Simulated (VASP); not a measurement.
Input of a VASP 6.6.1 run:

File INCAR:

```
SYSTEM = V
PREC = Accurate
ENCUT = 520
EDIFF = 1E-6
ISMEAR = -1
SIGMA = 0.08
LREAL = .False.
LASPH = .True.
NELM = 150
ALGO = Normal
ISIF = 2
LWAVE = .False.
LCHARG = .True.
ISPIN = 2
MAGMOM = 1.5 1.5
LORBIT = 11
LMAXMIX = 4
GGA = PE
LELF = .True.
LVHAR = .True.
NBANDS = 24
```

File KPOINTS:

```
regular mesh
0
Gamma
  18 18 10
  0 0 0
```

Contents of POSCAR:

```
V
1.0
    2.5596439899      0.0000000000      0.0000000000
   -1.2798219950      2.2167167199      0.0000000000
    0.0000000000      0.0000000000      4.5930195817
V
2
Direct
    0.3333333333      0.6666666667      0.2500000000
    0.6666666667      0.3333333333      0.7500000000
```

Potentials or basis: VASP PAW PBE potentials, release 64 (V_sv).

Command:

```console
$ cat potpaw_PBE.64/V_sv/POTCAR > POTCAR
$ mpirun -np 1 vasp_std > vasp.out
```

Problem. Estimate the net moment.

Solution. 0.00 μB per cell.

Problem. Predict the pressure.

Solution. 12.0 GPa.

Problem. Predict the band gap on the k mesh.

Solution. Zero (filled and empty bands overlap).

Caveat: the cell stands under pressure; the moments typed at the start vanished in this run.
